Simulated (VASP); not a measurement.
# SnSe (I4/mmm) in VASP: a series of runs

The runs below take SnSe through single point, with PBEsol.

Everything below comes from runs of VASP 6.6.1. Logs are shortened: lines on timing, memory, paths and dates and some standing lists are left out, and cuts for length are marked.

## (1) The cell of the first run

It takes space group I4/mmm (No. 139, tetragonal). Conventional cell: a = 4.719 Å, b = 4.719 Å, c = 4.718 Å, α = 90.00°, β = 90.00°, γ = 90.00°. Within 3.1 Å of Sn (site symmetry 4/mmm) lie 2 Se at 2.36 Å. Within 3.1 Å of Se (site symmetry 4/mmm) lie 2 Sn at 2.36 Å.

## (2) Single point, PBEsol

Input file INCAR:

```
SYSTEM = SnSe
ALGO = Normal
EDIFF = 1E-7
ENCUT = 520
GGA = PS
ISIF = 2
ISMEAR = 0
LASPH = .True.
LCHARG = .True.
LELF = .True.
LREAL = .False.
LVHAR = .True.
LWAVE = .False.
NBANDS = 17
NELM = 100
PREC = Accurate
SIGMA = 0.05
```

Input file KPOINTS:

```
k-points
0
Gamma
  10 10 10
  0 0 0
```

Input file POSCAR:

```
SnSe
1.0
    0.0000000000      3.3369722726      2.3592393967
    3.3369722726      0.0000000000      2.3592393967
    3.3369722726      3.3369722726      0.0000000000
Sn Se
1 1
Direct
    0.0000000000      0.0000000000      0.0000000000
    0.5000000000      0.5000000000      0.5000000000
```

Potentials or basis: VASP PAW PBE potentials, release 64 (Sn_d, Se).

On the command line:

```
cat potpaw_PBE.64/Sn_d/POTCAR potpaw_PBE.64/Se/POTCAR > POTCAR
mpirun -np 1 vasp_std > vasp.out
```

OUTCAR:

```text
SYSTEM = SnSe
   EDIFF = 1E-7
   ENCUT = 520
   GGA = PS
   ISIF = 2
   ISMEAR = 0
   LASPH = .True.
   LREAL = .False.
   NELM = 100
   PREC = Accurate

 ion  position               nearest neighbor table
   1  0.000  0.000  0.000-   2 2.36   2 2.36
   2  0.500  0.500  0.500-   1 2.36   1 2.36

  LATTYP: Found a body centered tetragonal cell.
 ALAT       =     4.7191914452
 C/A-ratio  =     0.9998489886

  Lattice vectors:

 A1 = (   0.0000000000,  -3.3369722726,  -2.3592393967)
 A2 = (   0.0000000000,   3.3369722726,  -2.3592393967)
 A3 = (   3.3369722726,   0.0000000000,   2.3592393967)

Analysis of symmetry for initial positions (statically):
=====================================================================
 Subroutine PRICEL returns:
 Original cell was already a primitive cell.

 Routine SETGRP: Setting up the symmetry group for a
 body centered tetragonal supercell.

 Subroutine GETGRP returns: Found 16 space group operations
 (whereof 16 operations were pure point group operations)
 out of a pool of 16 trial point group operations.

The static configuration has the point symmetry D_4h.

Analysis of symmetry for dynamics (positions and initial velocities):
=====================================================================
 Subroutine PRICEL returns:
 Original cell was already a primitive cell.

 Routine SETGRP: Setting up the symmetry group for a
 body centered tetragonal supercell.

 Subroutine GETGRP returns: Found 16 space group operations
 (whereof 16 operations were pure point group operations)
 out of a pool of 16 trial point group operations.

The dynamic configuration has the point symmetry D_4h.

 Subroutine INISYM returns: Found 16 space group operations
 (whereof 16 operations are pure point group operations),
 and found     1 'primitive' translations

----------------------------------------------------------------------------------------

                                     Primitive cell

  volume of cell :      52.5421

  direct lattice vectors                    reciprocal lattice vectors
     0.000000000  3.336972273  2.359239397    -0.149836426  0.149836426  0.211932710
     3.336972273  0.000000000  2.359239397     0.149836426 -0.149836426  0.211932710
     3.336972273  3.336972273  0.000000000     0.149836426  0.149836426 -0.211932710

  length of vectors
     4.086733962  4.086733962  4.719191445     0.299695484  0.299695484  0.299695484

  position of ions in fractional coordinates (direct lattice)
     0.000000000  0.000000000  0.000000000
     0.500000000  0.500000000  0.500000000

  ion indices of the primitive-cell ions
   primitive index   ion index
                 1           1
                 2           2

----------------------------------------------------------------------------------------

 KPOINTS: k-points

Automatic generation of k-mesh.
 Grid dimensions read from file:
 generate k-points for:   10   10   10

 Generating k-lattice:

  Cartesian coordinates                     Fractional coordinates (reciprocal lattice)
    -0.014983643  0.014983643  0.021193271     0.100000000  0.000000000  0.000000000
     0.014983643 -0.014983643  0.021193271     0.000000000  0.100000000  0.000000000
     0.014983643  0.014983643 -0.021193271     0.000000000  0.000000000  0.100000000

  Length of vectors
     0.029969548  0.029969548  0.029969548

  Shift w.r.t. Gamma in fractional coordinates (k-lattice)
     0.000000000  0.000000000  0.000000000

 Subroutine IBZKPT returns following result:
 ===========================================

 Found    102 irreducible k-points:

 Following reciprocal coordinates:
            Coordinates               Weight
  0.000000  0.000000  0.000000      1.000000
  0.100000 -0.000000  0.000000      8.000000
  0.200000 -0.000000  0.000000      8.000000
  0.300000 -0.000000  0.000000      8.000000
  0.400000 -0.000000  0.000000      8.000000
  0.500000  0.000000  0.000000      4.000000
[... 16 lines left out ...]
  0.300000  0.300000  0.000000      2.000000
  0.400000  0.300000  0.000000      8.000000
 [... further k-points ...]
   k-points           NKPTS =    102   k-points in BZ     NKDIM =    102   number of bands    NBANDS=     17
   number of dos      NEDOS =    301   number of ions     NIONS =      2
   total plane-waves  NPLWV =  32400
   dimension x,y,z NGX =    30 NGY =   30 NGZ =   36
   dimension x,y,z NGXF=    60 NGYF=   60 NGZF=   72
   ions per type =               1   1
   NGX,Y,Z   is equivalent  to a cutoff of  12.20, 12.20, 12.68 a.u.
   NGXF,Y,Z  is equivalent  to a cutoff of  24.41, 24.41, 25.36 a.u.
 SYSTEM =  SnSe
   PREC   = accura    normal or accurate (medium, high low for compatibility)
   ISTART =      0    job   : 0-new  1-cont  2-samecut
   ICHARG =      2    charge: 1-file 2-atom 10-const
   ISPIN  =      1    spin polarized calculation?
   LNONCOLLINEAR =      F non collinear calculations
   LSORBIT =      F    spin-orbit coupling
   LASPH  =      T    aspherical Exc in radial PAW
   ENCUT  =  520.0 eV  38.22 Ry    6.18 a.u.   7.60  7.60  8.77*2*pi/ulx,y,z
   NELM   =    100;   NELMIN=  2; NELMDL= -5     # of ELM steps
   EDIFF  = 0.1E-06   stopping-criterion for ELM
   LREAL  =      F    real-space projection
   EDIFFG = 0.1E-05   stopping-criterion for IOM
   NSW    =      0    number of steps for IOM
   IBRION =     -1    ionic relax: 0-MD 1-quasi-New 2-CG
   NFREE  =      0    steps in history (QN), initial steepest desc. (CG)
   ISIF   =      2    stress and relaxation
   ISYM   =      2    0-nonsym 1-usesym 2-fastsym
   POTIM  = 0.5000    time-step for ionic-motion
   TEBEG  =    0.0;   TEEND  =   0.0 temperature during run
   PSTRESS=    0.0 pullay stress
   NELECT =      20.0000    total number of electrons
   NUPDOWN=      -1.0000    fix difference up-down
   EMIN   =  10.00;   EMAX   =-10.00  energy-range for DOS
   EFERMI =   0.00;   METHOD = LEGACY
   ISMEAR =     0;   SIGMA  =   0.05  broadening in eV -4-tet -1-fermi 0-gaus
   EFERMI_NEDOS =   21; number of points for ismear=-14 and -15
   IALGO  =     38    algorithm
   IMIX   =      4    mixing-type and parameters
     AMIX     =   0.40;   BMIX     =  1.00
     AMIX_MAG =   1.60;   BMIX_MAG =  1.00
  volume/ion in A,a.u.               =      26.27       177.29
  Fermi-wavevector in a.u.,A,eV,Ry     =   1.186449  2.242064 19.152396  1.407661
  Thomas-Fermi vector in A             =   2.322622
   LORBIT       =      0    0 simple, 1 ext, 2 COOP (PROOUT), +10 PAW based schemes
   GGA     = PS    functional components
   LHFCALC =     F    Hartree Fock is set to
   AEXX    =    0.0000 exact exchange contribution
   IVDW    =     0    specifies the selected vdW correction
   LEPSILON=     F    determine dielectric tensor
   LRPA    =     F    only Hartree local field effects (RPA)
 non-spin polarized calculation
 Gauss-broadening in eV      SIGMA  =   0.05
  energy-cutoff  :      520.00
  volume of cell :       52.54
 maximum number of plane-waves:      1439
   NGX = 15   NGY = 15   NGZ = 17

 number of electron      19.9999995 magnetization

 Free energy of the ion-electron system (eV)
  ---------------------------------------------------
  ext. energy  EPLUGINS =         0.00000000
  ---------------------------------------------------
  free energy    TOTEN  =        -6.92298472 eV

  energy without entropy =       -6.92178027  energy(sigma->0) =       -6.92238250

 E-fermi :   6.4562     XC(G=0):  -9.8252

 val. band max:        6.4258946937   @ k =  -0.4000   0.1000   0.2000
 cond. band min:       6.4590125235   @ k =  -0.4000   0.0000   0.3000
 fundamental gap:      0.0331178298
 Fermi energy:         6.4561833192

 k-point     1 :       0.0000    0.0000    0.0000
  band No.  band energies     occupation
      1     -16.0906      2.00000
      2     -15.8115      2.00000
      3     -15.8115      2.00000
      4     -15.7755      2.00000
      5     -15.7579      2.00000
      6      -8.9875      2.00000
[... 9 lines left out ...]
     16      11.6267      0.00000
     17      13.9396      0.00000

 k-point     2 :       0.1000   -0.0000    0.0000
  band No.  band energies     occupation
      1     -16.0857      2.00000
      2     -15.8110      2.00000
      3     -15.8110      2.00000
      4     -15.7743      2.00000
      5     -15.7583      2.00000
      6      -8.9264      2.00000
[... 9 lines left out ...]
     16      12.2666      0.00000
     17      13.3089      0.00000

 k-point     3 :       0.2000   -0.0000    0.0000
  band No.  band energies     occupation
      1     -16.0729      2.00000
      2     -15.8104      2.00000
      3     -15.8097      2.00000
      4     -15.7704      2.00000
      5     -15.7594      2.00000
      6      -8.7534      2.00000
[... 9 lines left out ...]
     16      13.6281      0.00000
     17      13.7789      0.00000

 k-point     4 :       0.3000   -0.0000    0.0000
  band No.  band energies     occupation
      1     -16.0573      2.00000
      2     -15.8110      2.00000
      3     -15.8084      2.00000
      4     -15.7642      2.00000
      5     -15.7607      2.00000
      6      -8.5066      2.00000
[... 9 lines left out ...]
     16      14.3587      0.00000
     17      15.4687      0.00000
[... 343 lines left out ...]
      1     -16.1078      2.00000
      2     -15.8031      2.00000
      3     -15.8020      2.00000
      4     -15.7681      2.00000
      5     -15.7605      2.00000
      6      -8.4785      2.00000
[... 9 lines left out ...]
     16      15.6788      0.00000
     17      15.8741      0.00000

 k-point    23 :       0.3000    0.3000    0.0000
  band No.  band energies     occupation
      1     -16.0575      2.00000
      2     -15.8001      2.00000
      3     -15.8001      2.00000
      4     -15.7678      2.00000
      5     -15.7582      2.00000
      6      -8.0314      2.00000
[... 9 lines left out ...]
     16      14.6852      0.00000
     17      19.3115      0.00000

 k-point    24 :       0.4000    0.3000    0.0000
  band No.  band energies     occupation
      1     -16.0832      2.00000
      2     -15.7955      2.00000
      3     -15.7951      2.00000
      4     -15.7694      2.00000
      5     -15.7545      2.00000
      6      -7.8002      2.00000
[... 9 lines left out ...]
     16      16.3747      0.00000
     17      18.4673      0.00000

 [... further k-points ...]

------------------------ aborting loop because EDIFF is reached ----------------------------------------

  FORCE on cell =-STRESS in cart. coord.  units (eV):
  Direction    XX          YY          ZZ          XY          YZ          ZX
  --------------------------------------------------------------------------------------
  -------------------------------------------------------------------------------------
  Total       -0.9706629     -0.9706629     18.4983068      0.0000000      0.0000000     -0.0000000
  in kB      -29.5986436    -29.5986436    564.0730576      0.0000000      0.0000000     -0.0000000
  external PRESSURE =     168.2919234 kB  Pullay stress =       0.0000000 kB

 VOLUME and BASIS-vectors are now :
 -----------------------------------------------------------------------------
  energy-cutoff  :      520.00
  volume of cell :       52.54
      direct lattice vectors                 reciprocal lattice vectors
     0.000000000  3.336972273  2.359239397    -0.149836426  0.149836426  0.211932710
     3.336972273  0.000000000  2.359239397     0.149836426 -0.149836426  0.211932710
     3.336972273  3.336972273  0.000000000     0.149836426  0.149836426 -0.211932710

 POSITION                                       TOTAL-FORCE (eV/Angst)
 -----------------------------------------------------------------------------------
      0.00000      0.00000      0.00000        -0.000000      0.000000     -0.000000
      3.33697      3.33697      2.35924         0.000000     -0.000000      0.000000
 -----------------------------------------------------------------------------------
    total drift:                               -0.000000      0.000000      0.000000

  FREE ENERGIE OF THE ION-ELECTRON SYSTEM (eV)
  ---------------------------------------------------
  free  energy   TOTEN  =        -6.9229847213 eV

  energy  without entropy=       -6.9217802714  energy(sigma->0) =       -6.92238250
```

Wall time 2.2 min (1 thread of Intel Xeon 8259CL, shared host); peak memory 0.24 GiB.

What came out:

```
Free energy            : -6.9230 eV
Pressure               : 16.8 GPa
Band gap on the k mesh : zero (bands 10 and 11 overlap by 1.87 eV)
```

Caveat: the stress differs along the axes, from -3 to 56 GPa; the PAW data sets were made with another functional, which shifts forces and pressure a little; spin-orbit coupling is left out, which moves the levels of the heavy elements.

## (3) Single point, PBEsol

This run uses another cell than the first one, of the same volume but with other edges.

Input file INCAR:

```
SYSTEM = SnSe
ALGO     = Normal         ! electronic algorithm
EDIFF    = 1E-6           ! SCF threshold, eV
ENCUT    = 520            ! plane-wave cutoff, eV
GGA      = PS             ! functional
ISIF     = 2              ! what is computed and relaxed
ISMEAR   = 0              ! smearing method
LASPH    = .True.         ! aspherical terms in the spheres
LCHARG   = .False.        ! write CHGCAR
LREAL    = .False.        ! projectors in reciprocal space
LWAVE    = .False.        ! write WAVECAR
NBANDS   = 17             ! bands
NELM     = 80             ! most SCF steps
PREC     = Accurate       ! precision mode
SIGMA    = 0.05           ! smearing width, eV
```

KPOINTS is that of step 2.

Input file POSCAR:

```
SnSe
1.0
    0.0000000000      2.6485566479      3.7450591002
    2.6485566479      0.0000000000      3.7450591002
    2.6485566479      2.6485566479      0.0000000000
Sn Se
1 1
Direct
    0.0000000000      0.0000000000      0.0000000000
    0.5000000000      0.5000000000      0.5000000000
```

Potentials or basis: VASP PAW PBE potentials, release 64 (Sn_d, Se).

On the command line:

```
cat potpaw_PBE.64/Sn_d/POTCAR potpaw_PBE.64/Se/POTCAR > POTCAR
mpirun -np 1 vasp_std > vasp.out
```

Run time: 2 min. Hardware: 1 thread of Intel Xeon 8259CL, shared host; peak memory 0.25 GiB.

The run converged. Its results:

```
Free energy            : -7.8182 eV
Pressure               : 12.6 GPa
Band gap on the k mesh : zero (bands 10 and 11 overlap by 0.79 eV)
```

Stress tensor (GPa, compression positive):
```
21.22  0.00  0.00
 0.00 21.22  0.00
 0.00  0.00 -4.60
```

Levels at points of the mesh, in eV from the Fermi level:
```csv
k point,band 7,band 8,band 9,band 10,band 11,band 12,band 13,band 14
"(0.00, 0.00, 0.00)",-4.63,-3.88,-3.88,-2.99,2.20,3.25,4.00,6.80
"(0.50, 0.00, 0.00)",-9.50,-3.11,-2.28,-0.94,1.01,1.58,1.61,7.29
"(0.50, 0.50, 0.00)",-6.01,-4.77,-4.21,-4.21,3.03,3.65,6.99,6.99
"(0.50, 0.00, 0.50)",-7.02,-6.60,-6.54,-2.98,1.85,2.51,6.82,7.59
```

Caveat: the stress differs along the axes, from -5 to 21 GPa; semilocal functionals underestimate gaps, and a narrow one can read as zero; the PAW data sets were made with another functional, which shifts forces and pressure a little; spin-orbit coupling is left out, which moves the levels of the heavy elements.

(Part 1 of 3 ends here.)

The gap in the log of VASP goes by the Fermi energy; the results here count the filled bands.